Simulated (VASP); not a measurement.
Input of a VASP 6.6.1 run:

File INCAR:

```
PREC = Accurate
ENCUT = 520
EDIFF = 1E-6
ISMEAR = 0
SIGMA = 0.1
LREAL = F
LASPH = T
NELM = 150
ALGO = Normal
ISIF = 2
LWAVE = F
LCHARG = F
ISPIN = 2
MAGMOM = 1 1 0 0 0 0 0 0
LORBIT = 11
LMAXMIX = 4
GGA = PE
NBANDS = 35
```

File KPOINTS:

```
regular mesh
0
Gamma
  6 6 1
```

Contents of POSCAR:

```
TiAl3
1.0
    2.9046225676      0.0000000000      0.0000000000
   -1.4523112838      2.5154769319      0.0000000000
    0.0000000000      0.0000000000     18.3129860811
Ti Al
2 6
Direct
    0.0000000000      0.0000000000      0.0000000000
    0.0000000000      0.0000000000      0.5000000000
    0.3333333333      0.6666666667      0.1243168397
    0.6666666667      0.3333333333      0.6243168397
    0.3333333333      0.6666666667      0.3756831603
    0.6666666667      0.3333333333      0.8756831603
    0.3333333333      0.6666666667      0.7500000000
    0.6666666667      0.3333333333      0.2500000000
```

Potentials or basis: VASP PAW PBE potentials, release 64 (Ti_sv, Al).

Command:

```sh
$ cat potpaw_PBE.64/Ti_sv/POTCAR potpaw_PBE.64/Al/POTCAR > POTCAR
$ mpirun -np 1 vasp_std > vasp.out
```

(1) What does it give for the net moment?

(2) Predict the largest force.

(3) Estimate the pressure.

(4) What does it give for the site moments?

## Answers

(1) 0.58 μB per cell.

(2) 0.036 eV/Å.

(3) 0.1 GPa.

(4) Ti +0.17; Al +0.00 μB.

Caveat: the k points lie up to 0.42 Å⁻¹ apart.
